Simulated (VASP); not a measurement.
# LiZn (Fd-3m) in VASP: further runs, part 3 of 3

VASP 6.6.1. Earlier steps stand in the parts before.

**4. Electric field gradients, LDA (15.66 Å³/atom)**

This run uses another cell than the first one, of 15.66 Å³/atom.

INCAR reads:

```
SYSTEM = LiZn
  ALGO = Normal
  EDIFF = 1E-8
  ENCUT = 520
  ISIF = 2
  ISMEAR = -1
  LASPH = .TRUE.
  LCHARG = .FALSE.
  LEFG = .TRUE.
  LREAL = .FALSE.
  LWAVE = .FALSE.
  NBANDS = 23
  NELM = 60
  PREC = Accurate
  SIGMA = 0.08
```

KPOINTS reads:

```
k-points
0
G
  9 9 9
  0 0 0
```

POSCAR reads:

```
LiZn
1.0
    0.0000000000      3.1519389053      3.1519389053
    3.1519389053      0.0000000000      3.1519389053
    3.1519389053      3.1519389053      0.0000000000
Li Zn
2 2
Direct
    0.5000000000      0.5000000000      0.5000000000
    0.7500000000      0.7500000000      0.7500000000
    0.0000000000      0.0000000000      0.0000000000
    0.2500000000      0.2500000000      0.2500000000
```

Potentials or basis: VASP PAW LDA potentials, release 64 (Li_sv, Zn).

Command:

```
> cat potpaw_LDA.64/Li_sv/POTCAR potpaw_LDA.64/Zn/POTCAR > POTCAR
> mpirun -np 1 vasp_std > vasp.out
```

OUTCAR:

```text
SYSTEM = LiZn
   EDIFF = 1E-8
   ENCUT = 520
   ISIF = 2
   ISMEAR = -1
   LASPH = .TRUE.
   LREAL = .FALSE.
   NELM = 60
   PREC = Accurate

 ion  position               nearest neighbor table
   1  0.500  0.500  0.500-   4 2.73   4 2.73   4 2.73   4 2.73
   2  0.750  0.750  0.750-   3 2.73   3 2.73   3 2.73   3 2.73
   3  0.000  0.000  0.000-   2 2.73   4 2.73   2 2.73   2 2.73   2 2.73   4 2.73   4 2.73   4 2.73

   4  0.250  0.250  0.250-   1 2.73   3 2.73   3 2.73   3 2.73   3 2.73   1 2.73   1 2.73   1 2.73

  LATTYP: Found a face centered cubic cell.
 ALAT       =     6.3038778106

  Lattice vectors:

 A1 = (   0.0000000000,   3.1519389053,   3.1519389053)
 A2 = (   3.1519389053,   0.0000000000,   3.1519389053)
 A3 = (   3.1519389053,   3.1519389053,   0.0000000000)

Analysis of symmetry for initial positions (statically):
=====================================================================
 Subroutine PRICEL returns:
 Original cell was already a primitive cell.

 Routine SETGRP: Setting up the symmetry group for a
 face centered cubic supercell.

[... 826 lines left out ...]
      3.15194      3.15194      3.15194         0.000000      0.000000      0.000000
      4.72791      4.72791      4.72791        -0.000000     -0.000000     -0.000000
      0.00000      0.00000      0.00000        -0.000000      0.000000     -0.000000
      1.57597      1.57597      1.57597         0.000000      0.000000      0.000000
 -----------------------------------------------------------------------------------
    total drift:                                0.000000      0.000000      0.000000

  FREE ENERGIE OF THE ION-ELECTRON SYSTEM (eV)
  ---------------------------------------------------
  free  energy   TOTEN  =        -8.5781306048 eV

  energy  without entropy=       -8.5538739731  energy(sigma->0) =       -8.56600229

 Electric field gradients (V/A^2)
---------------------------------------------------------------------
 ion       V_xx      V_yy      V_zz      V_xy      V_xz      V_yz
---------------------------------------------------------------------
   1      -0.000    -0.000     0.000    -0.004    -0.004    -0.004
   2      -0.000    -0.000     0.000    -0.004    -0.004    -0.004
   3      -0.000     0.000    -0.000    -0.003    -0.003    -0.003
   4      -0.000     0.000    -0.000    -0.003    -0.003    -0.003
---------------------------------------------------------------------

 Electric field gradients after diagonalization (V/A^2)
 (convention: |V_zz| > |V_xx| > |V_yy|)
----------------------------------------------------------------------
 ion       V_xx      V_yy      V_zz     asymmetry (V_yy - V_xx)/ V_zz
----------------------------------------------------------------------
   1       0.004     0.004    -0.008       0.000
   2       0.004     0.004    -0.008       0.000
   3       0.003     0.003    -0.007       0.000
   4       0.003     0.003    -0.007       0.000
----------------------------------------------------------------------

           NMR quadrupolar parameters

 Cq : quadrupolar parameter    Cq=e*Q*V_zz/h
 eta: asymmetry parameters     (V_yy - V_xx)/ V_zz
 Q  : nuclear electric quadrupole moment in mb (millibarn)
----------------------------------------------------------------------
 ion       Cq(MHz)       eta       Q (mb)
----------------------------------------------------------------------
   1      -0.000       0.000       1.000
   2      -0.000       0.000       1.000
   3      -0.000       0.000       1.000
   4      -0.000       0.000       1.000
----------------------------------------------------------------------
```

OSZICAR:

```text
N       E                     dE             d eps       ncg     rms          rms(c)
DAV:   1     0.162356755931E+03    0.16236E+03   -0.14389E+04  1610   0.169E+03
DAV:   2     0.634098835785E+01   -0.15602E+03   -0.14993E+03  1631   0.340E+02
DAV:   3    -0.848110340397E+01   -0.14822E+02   -0.14574E+02  2784   0.836E+01
DAV:   4    -0.913275252762E+01   -0.65165E+00   -0.64708E+00  1988   0.152E+01
DAV:   5    -0.914494293987E+01   -0.12190E-01   -0.12189E-01  2281   0.201E+00    0.373E+00
DAV:   6    -0.863605606382E+01    0.50889E+00   -0.26063E+00  2044   0.264E+01    0.255E+00
DAV:   7    -0.859370247022E+01    0.42354E-01   -0.20954E-01  1909   0.627E+00    0.931E-01
DAV:   8    -0.857880785221E+01    0.14895E-01   -0.15553E-02  1953   0.113E+00    0.149E-01
DAV:   9    -0.857817616058E+01    0.63169E-03   -0.15357E-03  2496   0.375E-01    0.514E-02
DAV:  10    -0.857813112247E+01    0.45038E-04   -0.21597E-04  1911   0.993E-02    0.114E-02
DAV:  11    -0.857813056505E+01    0.55742E-06   -0.15114E-05  2185   0.374E-02    0.779E-03
DAV:  12    -0.857813066542E+01   -0.10037E-06   -0.92107E-07  1998   0.651E-03    0.311E-03
DAV:  13    -0.857813060531E+01    0.60108E-07   -0.19029E-07  1901   0.328E-03    0.538E-04
DAV:  14    -0.857813060478E+01    0.52796E-09   -0.48652E-09  1213   0.600E-04
   1 F= -.85781306E+01 E0= -.85660023E+01  d E =-.242566E-01
```

It took 81 s on 1 thread of Intel Xeon 8259CL, shared host; peak memory 0.19 GiB.

What came out:

```yaml
Free_energy: -8.5781 eV
Band_gap_on_the_k_mesh: zero (bands 15 and 16 overlap by 4.35 eV)
Largest_electric_field_gradient_by_atom: zero within the noise of the run
```

Caveat: the cutoff is under 1.25 times the usual one of these potentials, so pressure, stress and relaxed cells hold a basis-set (Pulay) error.

**5. Electric field gradients, LDA (15.66 Å³/atom)**

This run uses another cell than the first one, of 15.66 Å³/atom.

INCAR reads:

```
SYSTEM = LiZn
  PREC = Accurate
  ENCUT = 520
  EDIFF = 1E-8
  ISMEAR = -1
  SIGMA = 0.08
  LREAL = .FALSE.
  LASPH = .TRUE.
  NELM = 80
  ALGO = Normal
  ISIF = 2
  LWAVE = .FALSE.
  LCHARG = .FALSE.
  GGA = CA
  LEFG = .TRUE.
  NBANDS = 23
```

KPOINTS reads:

```
regular mesh
0
G
  9 9 9
  0 0 0
```

POSCAR is that of step 4.

Potentials or basis: VASP PAW LDA potentials, release 64 (Li_sv, Zn).

Command:

```
> cat potpaw_LDA.64/Li_sv/POTCAR potpaw_LDA.64/Zn/POTCAR > POTCAR
> mpirun -np 1 vasp_std > vasp.out
```

OUTCAR:

```text
SYSTEM = LiZn
   PREC = Accurate
   ENCUT = 520
   EDIFF = 1E-8
   ISMEAR = -1
   LREAL = .FALSE.
   LASPH = .TRUE.
   NELM = 80
   ISIF = 2
   GGA = CA

 ion  position               nearest neighbor table
   1  0.500  0.500  0.500-   4 2.73   4 2.73   4 2.73   4 2.73
   2  0.750  0.750  0.750-   3 2.73   3 2.73   3 2.73   3 2.73
   3  0.000  0.000  0.000-   2 2.73   4 2.73   2 2.73   2 2.73   2 2.73   4 2.73   4 2.73   4 2.73

   4  0.250  0.250  0.250-   1 2.73   3 2.73   3 2.73   3 2.73   3 2.73   1 2.73   1 2.73   1 2.73

  LATTYP: Found a face centered cubic cell.
 ALAT       =     6.3038778106

  Lattice vectors:

 A1 = (   0.0000000000,   3.1519389053,   3.1519389053)
[... 852 lines left out ...]
 ion       V_xx      V_yy      V_zz      V_xy      V_xz      V_yz
---------------------------------------------------------------------
   1      -0.000    -0.000     0.000    -0.004    -0.004    -0.004
   2      -0.000    -0.000     0.000    -0.004    -0.004    -0.004
   3      -0.000     0.000    -0.000    -0.003    -0.003    -0.003
   4      -0.000     0.000    -0.000    -0.003    -0.003    -0.003
---------------------------------------------------------------------

 Electric field gradients after diagonalization (V/A^2)
 (convention: |V_zz| > |V_xx| > |V_yy|)
----------------------------------------------------------------------
 ion       V_xx      V_yy      V_zz     asymmetry (V_yy - V_xx)/ V_zz
----------------------------------------------------------------------
   1       0.004     0.004    -0.008       0.000
   2       0.004     0.004    -0.008       0.000
   3       0.003     0.003    -0.007       0.000
   4       0.003     0.003    -0.007       0.000
----------------------------------------------------------------------

           NMR quadrupolar parameters

 Cq : quadrupolar parameter    Cq=e*Q*V_zz/h
 eta: asymmetry parameters     (V_yy - V_xx)/ V_zz
 Q  : nuclear electric quadrupole moment in mb (millibarn)
----------------------------------------------------------------------
 ion       Cq(MHz)       eta       Q (mb)
----------------------------------------------------------------------
   1      -0.000       0.000       1.000
   2      -0.000       0.000       1.000
   3      -0.000       0.000       1.000
   4      -0.000       0.000       1.000
----------------------------------------------------------------------
```

OSZICAR:

```text
N       E                     dE             d eps       ncg     rms          rms(c)
DAV:   1     0.162356755931E+03    0.16236E+03   -0.14389E+04  1610   0.169E+03
DAV:   2     0.634098835785E+01   -0.15602E+03   -0.14993E+03  1631   0.340E+02
DAV:   3    -0.848110340397E+01   -0.14822E+02   -0.14574E+02  2784   0.836E+01
DAV:   4    -0.913275252762E+01   -0.65165E+00   -0.64708E+00  1988   0.152E+01
DAV:   5    -0.914494293987E+01   -0.12190E-01   -0.12189E-01  2281   0.201E+00    0.373E+00
DAV:   6    -0.863605606382E+01    0.50889E+00   -0.26063E+00  2044   0.264E+01    0.255E+00
DAV:   7    -0.859370247022E+01    0.42354E-01   -0.20954E-01  1909   0.627E+00    0.931E-01
DAV:   8    -0.857880785221E+01    0.14895E-01   -0.15553E-02  1953   0.113E+00    0.149E-01
DAV:   9    -0.857817616058E+01    0.63169E-03   -0.15357E-03  2496   0.375E-01    0.514E-02
DAV:  10    -0.857813112247E+01    0.45038E-04   -0.21597E-04  1911   0.993E-02    0.114E-02
DAV:  11    -0.857813056505E+01    0.55742E-06   -0.15114E-05  2185   0.374E-02    0.779E-03
DAV:  12    -0.857813066542E+01   -0.10037E-06   -0.92107E-07  1998   0.651E-03    0.311E-03
DAV:  13    -0.857813060531E+01    0.60108E-07   -0.19029E-07  1901   0.328E-03    0.538E-04
DAV:  14    -0.857813060478E+01    0.52796E-09   -0.48652E-09  1213   0.600E-04
   1 F= -.85781306E+01 E0= -.85660023E+01  d E =-.242566E-01
```

Run time: 79 s. Hardware: 1 thread of Intel Xeon 8259CL, shared host; peak memory 0.19 GiB.

What came out:

```
Free energy                             : -8.5781 eV
Band gap on the k mesh                  : zero (bands 15 and 16 overlap by 4.35 eV)
Largest electric field gradient by atom : zero within the noise of the run
```

Levels at points of the mesh, in eV from the Fermi level:
```csv
k point,band 11,band 12,band 13,band 14,band 15,band 16,band 17,band 18,band 19,band 20
"(0.00, 0.00, 0.00)",-6.93,-6.77,-6.77,3.29,3.29,3.29,3.42,3.42,3.42,4.31
```

Caveat: the cutoff is under 1.25 times the usual one of these potentials, so pressure, stress and relaxed cells hold a basis-set (Pulay) error.
